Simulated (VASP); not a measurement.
# Cd (Im-3m) in VASP: a series of runs

Cd is run at these levels: LDA; tasks: single point, relaxation of cell and atoms.

Program: VASP 6.6.1. These are calculated values, not measurements. Logs are shortened: lines on timing, memory, paths and dates and some standing lists are left out, and cuts for length are marked.

## Step 1: The cell of the first run

It takes space group Im-3m (No. 229, cubic). The conventional cell has a = 3.151 Å, b = 3.151 Å, c = 3.151 Å, α = 90.00°, β = 90.00°, γ = 90.00°. Within 3.6 Å of Cd (site symmetry m-3m) lie 14 Cd at 2.73 to 3.15 Å.

This isn't the form of Cd at room conditions, which is hcp.

## Step 2: Single point, LDA

INCAR

```
ALGO = Normal
EDIFF = 1E-6
ENCUT = 520
GGA = CA
ISIF = 2
ISMEAR = -1
LASPH = T
LCHARG = F
LREAL = F
LWAVE = F
NBANDS = 12
NELM = 80
PREC = Accurate
SIGMA = 0.08
```

KPOINTS

```
k-points
0
Gamma
  17 17 17
```

POSCAR

```
Cd
1.0
   -1.5753244774      1.5753244774      1.5753244774
    1.5753244774     -1.5753244774      1.5753244774
    1.5753244774      1.5753244774     -1.5753244774
Cd
1
Direct
    0.0000000000      0.0000000000      0.0000000000
```

Potentials or basis: VASP PAW LDA potentials, release 64 (Cd).

The run is started by

```bash
$ cat potpaw_LDA.64/Cd/POTCAR > POTCAR
$ mpirun -np 1 vasp_std > vasp.out
```

OUTCAR:

```text
EDIFF = 1E-6
   ENCUT = 520
   GGA = CA
   ISIF = 2
   ISMEAR = -1
   LASPH = T
   LREAL = F
   NELM = 80
   PREC = Accurate

 ion  position               nearest neighbor table
   1  0.000  0.000  0.000-

  LATTYP: Found a body centered cubic cell.
 ALAT       =     3.1506489548

  Lattice vectors:

 A1 = (  -1.5753244774,   1.5753244774,   1.5753244774)
 A2 = (   1.5753244774,  -1.5753244774,   1.5753244774)
 A3 = (   1.5753244774,   1.5753244774,  -1.5753244774)

Analysis of symmetry for initial positions (statically):
=====================================================================
 Subroutine PRICEL returns:
 Original cell was already a primitive cell.

 Routine SETGRP: Setting up the symmetry group for a
 body centered cubic supercell.

 Subroutine GETGRP returns: Found 48 space group operations
 (whereof 48 operations were pure point group operations)
 out of a pool of 48 trial point group operations.

The static configuration has the point symmetry O_h .

Analysis of symmetry for dynamics (positions and initial velocities):
=====================================================================
 Subroutine PRICEL returns:
 Original cell was already a primitive cell.

 Routine SETGRP: Setting up the symmetry group for a
 body centered cubic supercell.

 Subroutine GETGRP returns: Found 48 space group operations
 (whereof 48 operations were pure point group operations)
 out of a pool of 48 trial point group operations.

The dynamic configuration has the point symmetry O_h .

 Subroutine INISYM returns: Found 48 space group operations
 (whereof 48 operations are pure point group operations),
 and found     1 'primitive' translations

----------------------------------------------------------------------------------------

                                     Primitive cell

  volume of cell :      15.6376

  direct lattice vectors                    reciprocal lattice vectors
    -1.575324477  1.575324477  1.575324477     0.000000000  0.317394929  0.317394929
     1.575324477 -1.575324477  1.575324477     0.317394929  0.000000000  0.317394929
     1.575324477  1.575324477 -1.575324477     0.317394929  0.317394929  0.000000000

  length of vectors
     2.728542033  2.728542033  2.728542033     0.448864213  0.448864213  0.448864213

  position of ions in fractional coordinates (direct lattice)
     0.000000000  0.000000000  0.000000000

  ion indices of the primitive-cell ions
   primitive index   ion index
[... 73 lines left out ...]
   EDIFF  = 0.1E-05   stopping-criterion for ELM
   LREAL  =      F    real-space projection
   EDIFFG = 0.1E-04   stopping-criterion for IOM
   NSW    =      0    number of steps for IOM
   IBRION =     -1    ionic relax: 0-MD 1-quasi-New 2-CG
   NFREE  =      0    steps in history (QN), initial steepest desc. (CG)
   ISIF   =      2    stress and relaxation
   ISYM   =      2    0-nonsym 1-usesym 2-fastsym
   POTIM  = 0.5000    time-step for ionic-motion
   TEBEG  =    0.0;   TEEND  =   0.0 temperature during run
   PSTRESS=    0.0 pullay stress
   NELECT =      12.0000    total number of electrons
   NUPDOWN=      -1.0000    fix difference up-down
   EMIN   =  10.00;   EMAX   =-10.00  energy-range for DOS
   EFERMI =   0.00;   METHOD = LEGACY
   ISMEAR =    -1;   SIGMA  =   0.08  broadening in eV -4-tet -1-fermi 0-gaus
   EFERMI_NEDOS =   21; number of points for ismear=-14 and -15
   IALGO  =     38    algorithm
   IMIX   =      4    mixing-type and parameters
     AMIX     =   0.40;   BMIX     =  1.00
     AMIX_MAG =   1.60;   BMIX_MAG =  1.00
  volume/ion in A,a.u.               =      15.64       105.53
  Fermi-wavevector in a.u.,A,eV,Ry     =   1.498805  2.832331 30.564364  2.246417
  Thomas-Fermi vector in A             =   2.610517
   LORBIT       =      0    0 simple, 1 ext, 2 COOP (PROOUT), +10 PAW based schemes
   GGA     = CA    functional components
   LHFCALC =     F    Hartree Fock is set to
   AEXX    =    0.0000 exact exchange contribution
   IVDW    =     0    specifies the selected vdW correction
   LEPSILON=     F    determine dielectric tensor
   LRPA    =     F    only Hartree local field effects (RPA)
 non-spin polarized calculation
  energy-cutoff  :      520.00
  volume of cell :       15.64
 maximum number of plane-waves:       431
   NGX = 11   NGY = 11   NGZ = 11

 number of electron      12.0000012 magnetization

 Free energy of the ion-electron system (eV)
  ---------------------------------------------------
  ext. energy  EPLUGINS =         0.00000000
  ---------------------------------------------------
  free energy    TOTEN  =        -1.02776765 eV

  energy without entropy =       -1.02192325  energy(sigma->0) =       -1.02484545

 E-fermi :   6.1745     XC(G=0): -13.2034

 val. band max:        6.1682521556   @ k =  -0.4118  -0.4118   0.0588
 cond. band min:       6.1861877288   @ k =  -0.4706   0.4706   0.1176
 fundamental gap:      0.0179355731
 Fermi energy:         6.1745237189

 k-point     1 :       0.0000    0.0000    0.0000
  band No.  band energies     occupation
      1      -6.1352      2.00000
      2      -4.9016      2.00000
      3      -4.9016      2.00000
      4      -4.9016      2.00000
      5      -3.6407      2.00000
      6      -3.6407      2.00000
      7      22.7009      0.00000
      8      22.7009      0.00000
      9      22.7009      0.00000
     10      27.4782      0.00000
     11      27.4782      0.00000
     12      27.4782      0.00000
[... 331 lines left out ...]
 k-point    24 :       0.1765    0.1765    0.0000
  band No.  band energies     occupation
      1      -5.4167      2.00000
      2      -5.0727      2.00000
      3      -4.4042      2.00000
      4      -3.9038      2.00000
      5      -3.5475      2.00000
      6      -1.8490      2.00000
      7      14.3216      0.00000
      8      14.5972      0.00000
      9      19.1981      0.00000
     10      23.5738      0.00000
     11      26.3186      0.00000
     12      28.6761      0.00000

 [... further k-points ...]
[... 5 lines left out ...]
  --------------------------------------------------------------------------------------
  -------------------------------------------------------------------------------------
  Total        3.6271535      3.6271535      3.6271535     -0.0000000     -0.0000000      0.0000000
  in kB      371.6263222    371.6263222    371.6263222     -0.0000000     -0.0000000      0.0000000
  external PRESSURE =     371.6263222 kB  Pullay stress =       0.0000000 kB

 VOLUME and BASIS-vectors are now :
 -----------------------------------------------------------------------------
  energy-cutoff  :      520.00
  volume of cell :       15.64
      direct lattice vectors                 reciprocal lattice vectors
    -1.575324477  1.575324477  1.575324477     0.000000000  0.317394929  0.317394929
     1.575324477 -1.575324477  1.575324477     0.317394929  0.000000000  0.317394929
     1.575324477  1.575324477 -1.575324477     0.317394929  0.317394929  0.000000000

 POSITION                                       TOTAL-FORCE (eV/Angst)
 -----------------------------------------------------------------------------------
      0.00000      0.00000      0.00000         0.000000     -0.000000     -0.000000
 -----------------------------------------------------------------------------------
    total drift:                                0.000000     -0.000000      0.000000

  FREE ENERGIE OF THE ION-ELECTRON SYSTEM (eV)
  ---------------------------------------------------
  free  energy   TOTEN  =        -1.0277676531 eV

  energy  without entropy=       -1.0219232518  energy(sigma->0) =       -1.02484545
```

OSZICAR:

```text
N       E                     dE             d eps       ncg     rms          rms(c)
DAV:   1     0.721984631673E+02    0.72198E+02   -0.72514E+03  4296   0.106E+03
DAV:   2     0.150920996764E-01   -0.72183E+02   -0.69153E+02  4356   0.252E+02
DAV:   3    -0.115093654241E+01   -0.11660E+01   -0.11654E+01  4636   0.355E+01
DAV:   4    -0.115241179636E+01   -0.14753E-02   -0.14752E-02  4460   0.125E+00
DAV:   5    -0.115241474414E+01   -0.29478E-05   -0.29479E-05  4532   0.555E-02    0.842E+00
DAV:   6    -0.104628855797E+01    0.10613E+00   -0.22068E-01  4484   0.664E+00    0.560E+00
DAV:   7    -0.102967759586E+01    0.16611E-01   -0.26174E-02  4968   0.190E+00    0.194E+00
DAV:   8    -0.102775992717E+01    0.19177E-02   -0.26436E-03  4204   0.802E-01    0.650E-02
DAV:   9    -0.102776555988E+01   -0.56327E-05   -0.33915E-06  4588   0.192E-02    0.196E-02
DAV:  10    -0.102776765405E+01   -0.20942E-05   -0.13717E-06  4200   0.131E-02    0.132E-03
DAV:  11    -0.102776765305E+01    0.10014E-08   -0.17186E-08  2148   0.133E-03
   1 F= -.10277677E+01 E0= -.10248455E+01  d E =-.584440E-02
```

Wall time 10 s (1 thread of AMD EPYC 9R45 (Zen 5), shared host); peak memory 0.11 GiB.

Results:

* Free energy: -1.0278 eV
* Pressure: 37.2 GPa
* Band gap on the k mesh: zero (bands 6 and 7 overlap by 3.42 eV)

Caveat: the cell stands under pressure.

## Step 3: Single point, LDA

INCAR

```
SYSTEM = Cd
PREC = Accurate
ENCUT = 520
EDIFF = 1E-6
ISMEAR = -1
SIGMA = 0.08
LREAL = .False.
LASPH = .True.
NELM = 80
ALGO = Normal
ISIF = 2
LWAVE = .False.
LCHARG = .False.
NBANDS = 12
```

KPOINTS

```
regular mesh
0
Gamma
  17 17 17
  0 0 0
```

POSCAR

```
Cd
1.0
   -1.5754959704      1.5754959704      1.5754959704
    1.5754959704     -1.5754959704      1.5754959704
    1.5754959704      1.5754959704     -1.5754959704
Cd
1
Direct
    0.0000000000      0.0000000000      0.0000000000
```

Potentials or basis: VASP PAW LDA potentials, release 64 (Cd).

The run is started by

```bash
$ cat potpaw_LDA.64/Cd/POTCAR > POTCAR
$ mpirun -np 1 vasp_std > vasp.out
```

Wall time 10 s (1 thread of AMD EPYC 9R45 (Zen 5), shared host); peak memory 0.11 GiB.

It converged, with:

```
Free energy            : -1.0290 eV
Pressure               : 37.1 GPa
Band gap on the k mesh : zero (bands 6 and 7 overlap by 3.42 eV)
```

Levels at points of the mesh, in eV from the Fermi level:
| k point | band 2 | band 3 | band 4 | band 5 | band 6 | band 7 | band 8 | band 9 | band 10 | band 11 |
| --- | --- | --- | --- | --- | --- | --- | --- | --- | --- | --- |
| (0.00, 0.00, 0.00) | -11.07 | -11.07 | -11.07 | -9.81 | -9.81 | 16.53 | 16.53 | 16.53 | 21.30 | 21.30 |

Caveat: the cell stands under pressure.

## Step 4: Relaxation of cell and atoms, LDA, target pressure 35 GPa, at which the enthalpy is minimised

This run uses another cell than the first one, of 15.51 Å³/atom.

INCAR

```
PREC = Accurate
ENCUT = 600
EDIFF = 1E-6
ISMEAR = -1
SIGMA = 0.08
LREAL = False
LASPH = True
NELM = 100
ALGO = Normal
ISIF = 3
LWAVE = False
LCHARG = False
GGA = CA
IBRION = 2
NSW = 60
EDIFFG = -0.005
PSTRESS = 350.0
```

KPOINTS

```
regular mesh
0
Gamma
  17 17 17
```

POSCAR

```
Cd
1.0
   -1.5711389504      1.5711389504      1.5711389504
    1.5711389504     -1.5711389504      1.5711389504
    1.5711389504      1.5711389504     -1.5711389504
Cd
1
Direct
    0.0000000000      0.0000000000      0.0000000000
```

Potentials or basis: VASP PAW LDA potentials, release 64 (Cd).

The run is started by

```bash
$ cat potpaw_LDA.64/Cd/POTCAR > POTCAR
$ mpirun -np 1 vasp_std > vasp.out
```

OUTCAR:

```text
PREC = Accurate
   ENCUT = 600
   EDIFF = 1E-6
   ISMEAR = -1
   LREAL = False
   LASPH = True
   NELM = 100
   ISIF = 3
   GGA = CA
   IBRION = 2
   NSW = 60
   EDIFFG = -0.005
   PSTRESS = 350.0

 ion  position               nearest neighbor table
   1  0.000  0.000  0.000-

  LATTYP: Found a body centered cubic cell.
 ALAT       =     3.1422779008

  Lattice vectors:

 A1 = (  -1.5711389504,   1.5711389504,   1.5711389504)
 A2 = (   1.5711389504,  -1.5711389504,   1.5711389504)
 A3 = (   1.5711389504,   1.5711389504,  -1.5711389504)

Analysis of symmetry for initial positions (statically):
=====================================================================
 Subroutine PRICEL returns:
 Original cell was already a primitive cell.

 Routine SETGRP: Setting up the symmetry group for a
 body centered cubic supercell.

 Subroutine GETGRP returns: Found 48 space group operations
 (whereof 48 operations were pure point group operations)
 out of a pool of 48 trial point group operations.

The static configuration has the point symmetry O_h .

Analysis of symmetry for dynamics (positions and initial velocities):
=====================================================================
 Subroutine PRICEL returns:
 Original cell was already a primitive cell.

 Routine SETGRP: Setting up the symmetry group for a
 body centered cubic supercell.

 Subroutine GETGRP returns: Found 48 space group operations
 (whereof 48 operations were pure point group operations)
 out of a pool of 48 trial point group operations.

The dynamic configuration has the point symmetry O_h .

 Subroutine INISYM returns: Found 48 space group operations
 (whereof 48 operations are pure point group operations),
 and found     1 'primitive' translations

[... 118 lines left out ...]
   LHFCALC =     F    Hartree Fock is set to
   AEXX    =    0.0000 exact exchange contribution
   IVDW    =     0    specifies the selected vdW correction
   LEPSILON=     F    determine dielectric tensor
   LRPA    =     F    only Hartree local field effects (RPA)
 conjugate gradient relaxation of ions
 non-spin polarized calculation
  energy-cutoff  :      600.00
  volume of cell :       15.51
 maximum number of plane-waves:       537
 NGX is ok and might be reduce to    24
   NGX = 11   NGY = 11   NGZ = 11

--------------------------------------- Ionic step        1  -------------------------------------------

 number of electron      12.0000003 magnetization

 Free energy of the ion-electron system (eV)
  ---------------------------------------------------
  ext. energy  EPLUGINS =         0.00000000
  ---------------------------------------------------
  free energy    TOTEN  =        -0.99790999 eV

  energy without entropy =       -0.99204502  energy(sigma->0) =       -0.99497751

------------------------ aborting loop because EDIFF is reached ----------------------------------------

  FORCE on cell =-STRESS in cart. coord.  units (eV):
  Direction    XX          YY          ZZ          XY          YZ          ZX
  --------------------------------------------------------------------------------------
  -------------------------------------------------------------------------------------
  Total        3.7780047      3.7780047      3.7780047      0.0000000     -0.0000000      0.0000000
  in kB      390.1838545    390.1838545    390.1838545      0.0000000     -0.0000000      0.0000000
  external PRESSURE =      40.1838545 kB  Pullay stress =     350.0000000 kB
[... 61 lines left out ...]
--------------------------------------- Ionic step        3  -------------------------------------------

 number of electron      11.9999999 magnetization

 Free energy of the ion-electron system (eV)
  ---------------------------------------------------
  ext. energy  EPLUGINS =         0.00000000
  ---------------------------------------------------
  free energy    TOTEN  =        -1.05744262 eV

  energy without entropy =       -1.05159755  energy(sigma->0) =       -1.05452008

 E-fermi :   6.0560     XC(G=0): -13.1527

 val. band max:        6.0486105187   @ k =  -0.4118  -0.4118   0.0588
 cond. band min:       6.0658912597   @ k =  -0.4706   0.4706   0.1176
 fundamental gap:      0.0172807410
 Fermi energy:         6.0560249782

 k-point     1 :       0.0000    0.0000    0.0000
  band No.  band energies     occupation
      1      -6.1417      2.00000
      2      -4.9502      2.00000
      3      -4.9502      2.00000
      4      -4.9502      2.00000
      5      -3.7089      2.00000
      6      -3.7089      2.00000
      7      22.5763      0.00000
      8      22.5763      0.00000
      9      22.5763      0.00000
     10      27.2238      0.00000
[... 287 lines left out ...]
 k-point    24 :       0.1765    0.1765    0.0000
  band No.  band energies     occupation
      1      -5.4538      2.00000
      2      -5.1163      2.00000
      3      -4.4502      2.00000
      4      -3.9675      2.00000
      5      -3.6177      2.00000
      6      -1.9055      2.00000
      7      14.1686      0.00000
      8      14.4579      0.00000
      9      19.0328      0.00000
     10      23.4192      0.00000

 [... further k-points ...]
[... 5 lines left out ...]
  --------------------------------------------------------------------------------------
  -------------------------------------------------------------------------------------
  Total        3.4415762      3.4415762      3.4415762      0.0000000      0.0000000     -0.0000000
  in kB      349.6212196    349.6212196    349.6212196      0.0000000      0.0000000     -0.0000000
  external PRESSURE =      -0.3787804 kB  Pullay stress =     350.0000000 kB
[... 20 lines left out ...]
  energy  without entropy=       -1.0515975507  energy(sigma->0) =       -1.05452008

  enthalpy is  TOTEN    =         2.3878622302 eV   P V=        3.4453048468

 reached required accuracy - stopping structural energy minimisation
```

CONTCAR:

```text
Cd
   1.00000000000000
    -1.5798046966028774    1.5798046966028774    1.5798046966028774
     1.5798046966028774   -1.5798046966028774    1.5798046966028774
     1.5798046966028774    1.5798046966028774   -1.5798046966028774
  Cd
     1
Direct
     0.0000000000000000    0.0000000000000000    0.0000000000000000

  0.00000000E+00  0.00000000E+00  0.00000000E+00
```

Run time: 28 s. Hardware: 1 thread of AMD EPYC 9R45 (Zen 5), shared host; peak memory 0.13 GiB.

Results:

- Free energy: -1.0574 eV
- Relaxed volume: 15.77 Å³/atom
- Relaxed cell: a = 2.736 Å, b = 2.736 Å, c = 2.736 Å, α = 109.47°, β = 109.47°, γ = 109.47°
- Space group after relaxing (to 0.1 Å): Im-3m (No. 229)
- Energy change on relaxing (the run minimises the enthalpy): -59.5 meV/atom
- Ionic steps: 3
- Pressure after relaxing: 35.0 GPa
- Band gap on the k mesh: zero (bands 6 and 7 overlap by 3.43 eV)

The path:
```tsv
step	energy change (eV)	largest force (eV/Å)	pressure (GPa)	volume (Å³)
1	0.0000	0.0000	39.02	15.51
2	-0.1799	0.0000	26.39	16.40
3	-0.0595	0.0000	34.96	15.77
```

Final structure:
```
Cd
1.0
    -1.57980    1.57980    1.57980
     1.57980   -1.57980    1.57980
     1.57980    1.57980   -1.57980
Cd
1
Direct
  0.00000 0.00000 0.00000
```

Caveat: the cell is relaxed towards a set pressure, so the run minimises the enthalpy, not the energy.
